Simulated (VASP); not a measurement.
# BP (I-4m2) in VASP: notebook

Runs on BP. Level: PBE. Tasks: single point.

Everything below comes from runs of VASP 6.6.1. Logs are shortened: lines on timing, memory, paths and dates and some standing lists are left out, and cuts for length are marked.

**1. The cell of the first run**

Symmetry: I-4m2, No. 119, tetragonal system. Conventional cell: a = 3.209 Å, b = 3.209 Å, c = 4.674 Å, α = 90.00°, β = 90.00°, γ = 90.00°. Within 2.6 Å of B (site symmetry -4m2) lie 4 P at 1.98 Å. Within 2.6 Å of P (site symmetry -4m2) lie 4 B at 1.98 Å.

**2. Single point, PBE (strain +0.0300 x Voigt [0, 1, 0, 0, 0, 0])**

Contents of INCAR:

```
PREC = Accurate
ENCUT = 520
EDIFF = 1E-7
ISMEAR = 0
SIGMA = 0.05
LREAL = False
LASPH = True
NELM = 80
ALGO = Normal
ISIF = 2
LWAVE = False
LCHARG = False
GGA = PE
NBANDS = 11
```

Contents of KPOINTS:

```
Automatic mesh
0
Gamma
  10 10 10
```

Contents of POSCAR:

```
BP
1.0
    0.0000000000      2.3370700000      2.2690000000
    2.2690000000      0.0000000000      2.2690000000
    2.2690000000      2.3370700000      0.0000000000
B P
1 1
Direct
    0.0000000000      0.0000000000      0.0000000000
    0.7500000000      0.7500000000      0.7500000000
```

Potentials or basis: VASP PAW PBE potentials, release 64 (B, P).

The run is started by

```
$ cat potpaw_PBE.64/B/POTCAR potpaw_PBE.64/P/POTCAR > POTCAR
$ mpirun -np 1 vasp_std > vasp.out
```

OUTCAR:

```text
PREC = Accurate
   ENCUT = 520
   EDIFF = 1E-7
   ISMEAR = 0
   LREAL = False
   LASPH = True
   NELM = 80
   ISIF = 2
   GGA = PE

 ion  position               nearest neighbor table
   1  0.000  0.000  0.000-   2 1.98   2 1.98   2 1.98   2 1.98
   2  0.750  0.750  0.750-   1 1.98   1 1.98   1 1.98   1 1.98

  LATTYP: Found a body centered tetragonal cell.
 ALAT       =     3.2088505730
 C/A-ratio  =     1.4566399692

  Lattice vectors:

 A1 = (   0.0000000000,  -2.3370700000,   2.2690000000)
 A2 = (   0.0000000000,  -2.3370700000,  -2.2690000000)
 A3 = (   2.2690000000,   2.3370700000,   0.0000000000)

Analysis of symmetry for initial positions (statically):
=====================================================================
 Subroutine PRICEL returns:
 Original cell was already a primitive cell.

 Routine SETGRP: Setting up the symmetry group for a
 body centered tetragonal supercell.

 Subroutine GETGRP returns: Found  8 space group operations
 (whereof  8 operations were pure point group operations)
 out of a pool of 16 trial point group operations.

The static configuration has the point symmetry D_2d.

Analysis of symmetry for dynamics (positions and initial velocities):
=====================================================================
 Subroutine PRICEL returns:
 Original cell was already a primitive cell.

 Routine SETGRP: Setting up the symmetry group for a
 body centered tetragonal supercell.

 Subroutine GETGRP returns: Found  8 space group operations
 (whereof  8 operations were pure point group operations)
 out of a pool of 16 trial point group operations.

The dynamic configuration has the point symmetry D_2d.

 Subroutine INISYM returns: Found  8 space group operations
 (whereof  8 operations are pure point group operations),
 and found     1 'primitive' translations

----------------------------------------------------------------------------------------

                                     Primitive cell

  volume of cell :      24.0642

  direct lattice vectors                    reciprocal lattice vectors
     0.000000000  2.337070000  2.269000000    -0.220361393  0.213943100  0.220361393
     2.269000000  0.000000000  2.269000000     0.220361393 -0.213943100  0.220361393
     2.269000000  2.337070000  0.000000000     0.220361393  0.213943100 -0.220361393

  length of vectors
     3.257338973  3.208850573  3.257338973     0.378007853  0.378007853  0.378007853

  position of ions in fractional coordinates (direct lattice)
     0.000000000  0.000000000  0.000000000
     0.750000000  0.750000000  0.750000000

  ion indices of the primitive-cell ions
   primitive index   ion index
                 1           1
                 2           2

----------------------------------------------------------------------------------------

 KPOINTS: Automatic mesh

Automatic generation of k-mesh.
 Grid dimensions read from file:
 generate k-points for:   10   10   10

 Generating k-lattice:

  Cartesian coordinates                     Fractional coordinates (reciprocal lattice)
    -0.022036139  0.021394310  0.022036139     0.100000000  0.000000000  0.000000000
     0.022036139 -0.021394310  0.022036139     0.000000000  0.100000000  0.000000000
     0.022036139  0.021394310 -0.022036139     0.000000000  0.000000000  0.100000000

  Length of vectors
     0.037800785  0.037800785  0.037800785

  Shift w.r.t. Gamma in fractional coordinates (k-lattice)
     0.000000000  0.000000000  0.000000000

 Subroutine IBZKPT returns following result:
 ===========================================

 Found    102 irreducible k-points:

 Following reciprocal coordinates:
            Coordinates               Weight
  0.000000  0.000000  0.000000      1.000000
  0.100000  0.000000 -0.000000      8.000000
  0.200000  0.000000 -0.000000      8.000000
  0.300000  0.000000 -0.000000      8.000000
  0.400000  0.000000 -0.000000      8.000000
  0.500000  0.000000  0.000000      4.000000
[... 16 lines left out ...]
  0.300000  0.300000  0.000000      4.000000
  0.400000  0.300000 -0.000000     16.000000
 [... further k-points ...]
   k-points           NKPTS =    102   k-points in BZ     NKDIM =    102   number of bands    NBANDS=     11
   number of dos      NEDOS =    301   number of ions     NIONS =      2
   total plane-waves  NPLWV =  13824
   dimension x,y,z NGX =    24 NGY =   24 NGZ =   24
   dimension x,y,z NGXF=    48 NGYF=   48 NGZF=   48
   ions per type =               1   1
   NGX,Y,Z   is equivalent  to a cutoff of  12.25, 12.43, 12.25 a.u.
   NGXF,Y,Z  is equivalent  to a cutoff of  24.50, 24.87, 24.50 a.u.
 SYSTEM =  unknown system
   PREC   = accura    normal or accurate (medium, high low for compatibility)
   ISTART =      0    job   : 0-new  1-cont  2-samecut
   ICHARG =      2    charge: 1-file 2-atom 10-const
   ISPIN  =      1    spin polarized calculation?
   LNONCOLLINEAR =      F non collinear calculations
   LSORBIT =      F    spin-orbit coupling
   LASPH  =      T    aspherical Exc in radial PAW
   ENCUT  =  520.0 eV  38.22 Ry    6.18 a.u.   6.06  5.97  6.06*2*pi/ulx,y,z
   NELM   =     80;   NELMIN=  2; NELMDL= -5     # of ELM steps
   EDIFF  = 0.1E-06   stopping-criterion for ELM
   LREAL  =      F    real-space projection
   EDIFFG = 0.1E-05   stopping-criterion for IOM
   NSW    =      0    number of steps for IOM
   IBRION =     -1    ionic relax: 0-MD 1-quasi-New 2-CG
   NFREE  =      0    steps in history (QN), initial steepest desc. (CG)
   ISIF   =      2    stress and relaxation
   ISYM   =      2    0-nonsym 1-usesym 2-fastsym
   POTIM  = 0.5000    time-step for ionic-motion
   TEBEG  =    0.0;   TEEND  =   0.0 temperature during run
   PSTRESS=    0.0 pullay stress
   NELECT =       8.0000    total number of electrons
   NUPDOWN=      -1.0000    fix difference up-down
   EMIN   =  10.00;   EMAX   =-10.00  energy-range for DOS
   EFERMI =   0.00;   METHOD = LEGACY
   ISMEAR =     0;   SIGMA  =   0.05  broadening in eV -4-tet -1-fermi 0-gaus
   EFERMI_NEDOS =   21; number of points for ismear=-14 and -15
   IALGO  =     38    algorithm
   IMIX   =      4    mixing-type and parameters
     AMIX     =   0.40;   BMIX     =  1.00
     AMIX_MAG =   1.60;   BMIX_MAG =  1.00
  volume/ion in A,a.u.               =      12.03        81.20
  Fermi-wavevector in a.u.,A,eV,Ry     =   1.134091  2.143121 17.499303  1.286163
  Thomas-Fermi vector in A             =   2.270795
   LORBIT       =      0    0 simple, 1 ext, 2 COOP (PROOUT), +10 PAW based schemes
   GGA     = PE    functional components
   LHFCALC =     F    Hartree Fock is set to
   AEXX    =    0.0000 exact exchange contribution
   IVDW    =     0    specifies the selected vdW correction
   LEPSILON=     F    determine dielectric tensor
   LRPA    =     F    only Hartree local field effects (RPA)
 non-spin polarized calculation
 Gauss-broadening in eV      SIGMA  =   0.05
  energy-cutoff  :      520.00
  volume of cell :       24.06
 maximum number of plane-waves:       660
   NGX = 13   NGY = 11   NGZ = 13

 number of electron       7.9999999 magnetization

 Free energy of the ion-electron system (eV)
  ---------------------------------------------------
  ext. energy  EPLUGINS =         0.00000000
  ---------------------------------------------------
  free energy    TOTEN  =       -12.91265302 eV

  energy without entropy =      -12.91265302  energy(sigma->0) =      -12.91265302

 E-fermi :   7.4381     XC(G=0): -10.7814

 val. band max:        7.1867592070   @ k =   0.0000   0.0000   0.0000
 cond. band min:       8.2459642344   @ k =   0.4000   0.4000   0.0000
 fundamental gap:      1.0592050273
 Fermi energy:         7.4380545512

 k-point     1 :       0.0000    0.0000    0.0000
  band No.  band energies     occupation
      1      -8.1113      2.00000
      2       6.8917      2.00000
      3       7.1868      2.00000
      4       7.1868      2.00000
      5      10.3964      0.00000
      6      10.3964      0.00000
      7      10.5621      0.00000
      8      14.0008      0.00000
      9      18.4033      0.00000
     10      18.7375      0.00000
     11      19.5174      0.00000

 k-point     2 :       0.1000    0.0000   -0.0000
  band No.  band energies     occupation
      1      -7.9355      2.00000
      2       5.7949      2.00000
      3       6.7064      2.00000
      4       6.9095      2.00000
      5      10.7489      0.00000
      6      10.8006      0.00000
      7      11.0000      0.00000
      8      14.5532      0.00000
      9      18.1304      0.00000
     10      18.7861      0.00000
     11      18.9641      0.00000

 k-point     3 :       0.2000    0.0000   -0.0000
  band No.  band energies     occupation
      1      -7.4150      2.00000
      2       3.5086      2.00000
      3       6.1245      2.00000
      4       6.3876      2.00000
      5      10.9308      0.00000
      6      11.5483      0.00000
      7      11.6180      0.00000
      8      15.8113      0.00000
      9      17.6820      0.00000
     10      18.0683      0.00000
     11      19.8332      0.00000

 k-point     4 :       0.3000    0.0000   -0.0000
  band No.  band energies     occupation
      1      -6.5809      2.00000
      2       1.2015      2.00000
      3       5.6158      2.00000
      4       5.9354      2.00000
      5      10.7966      0.00000
      6      11.8904      0.00000
      7      11.9698      0.00000
      8      16.8495      0.00000
      9      18.3841      0.00000
     10      18.4473      0.00000
     11      20.0801      0.00000
[... 239 lines left out ...]
 k-point    22 :      -0.2000    0.2000    0.0000
  band No.  band energies     occupation
      1      -6.3121      2.00000
      2       1.9478      2.00000
      3       3.1027      2.00000
      4       5.7707      2.00000
      5      11.3625      0.00000
      6      12.2937      0.00000
      7      13.5018      0.00000
      8      15.2474      0.00000
      9      16.5515      0.00000
     10      20.3953      0.00000
     11      22.4247      0.00000

 k-point    23 :       0.3000    0.3000    0.0000
  band No.  band energies     occupation
      1      -6.0109      2.00000
      2       2.3959      2.00000
      3       3.8288      2.00000
      4       3.9170      2.00000
      5       8.5213      0.00000
      6      10.9751      0.00000
      7      15.4256      0.00000
      8      16.1147      0.00000
      9      19.8006      0.00000
     10      21.2609      0.00000
     11      23.3675      0.00000

 k-point    24 :       0.4000    0.3000   -0.0000
  band No.  band energies     occupation
      1      -5.1988      2.00000
      2       1.0649      2.00000
      3       3.1120      2.00000
      4       3.5810      2.00000
      5       8.8040      0.00000
      6      10.6341      0.00000
      7      15.9904      0.00000
      8      16.7375      0.00000
      9      20.7549      0.00000
     10      22.1838      0.00000
     11      23.7950      0.00000

 [... further k-points ...]
[... 5 lines left out ...]
  --------------------------------------------------------------------------------------
  -------------------------------------------------------------------------------------
  Total       -0.1587055     -1.3644790     -0.1587055      0.0000000      0.0000000      0.0000000
  in kB      -10.5665170    -90.8461950    -10.5665170      0.0000000      0.0000000      0.0000000
  external PRESSURE =     -37.3264097 kB  Pullay stress =       0.0000000 kB

 VOLUME and BASIS-vectors are now :
 -----------------------------------------------------------------------------
  energy-cutoff  :      520.00
  volume of cell :       24.06
      direct lattice vectors                 reciprocal lattice vectors
     0.000000000  2.337070000  2.269000000    -0.220361393  0.213943100  0.220361393
     2.269000000  0.000000000  2.269000000     0.220361393 -0.213943100  0.220361393
     2.269000000  2.337070000  0.000000000     0.220361393  0.213943100 -0.220361393

 POSITION                                       TOTAL-FORCE (eV/Angst)
 -----------------------------------------------------------------------------------
      0.00000      0.00000      0.00000        -0.000000     -0.000000     -0.000000
      3.40350      3.50561      3.40350         0.000000      0.000000      0.000000
 -----------------------------------------------------------------------------------
    total drift:                               -0.000000     -0.000000     -0.000000

  FREE ENERGIE OF THE ION-ELECTRON SYSTEM (eV)
  ---------------------------------------------------
  free  energy   TOTEN  =       -12.9126530153 eV

  energy  without entropy=      -12.9126530153  energy(sigma->0) =      -12.91265302
```

Run time: 15 s. Hardware: 1 thread of Intel Xeon Platinum 8259CL at 2.50GHz (Skylake/Cascade Lake), shared host; peak memory 0.15 GiB.

Results:

| Item | Value |
| --- | --- |
| Free energy | -12.9127 eV |
| Pressure | -3.7 GPa |
| Band gap on the k mesh | 1.06 eV, indirect (least direct gap 3.21 eV) |

Stress tensor (GPa, compression positive):
```
-1.06  0.00  0.00
 0.00 -9.08  0.00
 0.00  0.00 -1.06
```

Caveat: the cell differs from its parent crystal (strain +0.0300 x Voigt [0, 1, 0, 0, 0, 0]). A k mesh can miss the band edges.

**3. Single point, PBE (strain +0.0600 x Voigt [0, 1, 0, 0, 0, 0])**

Contents of INCAR:

```
  PREC = Accurate
  ENCUT = 520
  EDIFF = 1E-6
  ISMEAR = 0
  SIGMA = 0.05
  LREAL = False
  LASPH = True
  NELM = 100
  ALGO = Normal
  ISIF = 2
  LWAVE = False
  LCHARG = True
  GGA = PE
  LELF = True
  LVHAR = True
  NBANDS = 11
```

Contents of KPOINTS:

```
regular mesh
0
Gamma
  10 10 10
```

Contents of POSCAR:

```
BP
1.0
    0.0000000000      2.4051400000      2.2690000000
    2.2690000000      0.0000000000      2.2690000000
    2.2690000000      2.4051400000      0.0000000000
B P
1 1
Direct
    0.0000000000      0.0000000000      0.0000000000
    0.7500000000      0.7500000000      0.7500000000
```

Potentials or basis: VASP PAW PBE potentials, release 64 (B, P).

The run is started by

```
$ cat potpaw_PBE.64/B/POTCAR potpaw_PBE.64/P/POTCAR > POTCAR
$ mpirun -np 1 vasp_std > vasp.out
```

Wall time 23 s (1 thread of Intel Xeon Platinum 8259CL at 2.50GHz (Skylake/Cascade Lake), shared host); peak memory 0.16 GiB.

Results (log left out):

* Free energy: -12.8527 eV
* Pressure: -7.7 GPa
* Band gap on the k mesh: 0.89 eV, indirect (least direct gap 3.03 eV)

Stress tensor (GPa, compression positive):
```
 -2.43   0.00   0.00
  0.00 -18.37   0.00
  0.00   0.00  -2.43
```

Levels at points of the mesh, in eV from the valence-band top:
```
           k point  band 1  band 2  band 3  band 4  band 5  band 6  band 7  band 8
(0.00, 0.00, 0.00)  -15.15   -0.59    0.00    0.00    3.03    3.03    3.36    6.24
(0.50, 0.00, 0.00)  -12.04   -8.82   -2.25   -1.51    2.92    4.55    4.74    9.75
(0.50, 0.50, 0.00)  -10.42   -8.32   -4.33   -4.22    1.05    1.27   10.74   11.78
(0.50, 0.00, 0.50)  -10.94   -8.80   -3.71   -3.71    1.67    2.04   11.36   11.36
```

Caveat: the cell differs from its parent crystal (strain +0.0600 x Voigt [0, 1, 0, 0, 0, 0]). A k mesh can miss the band edges.
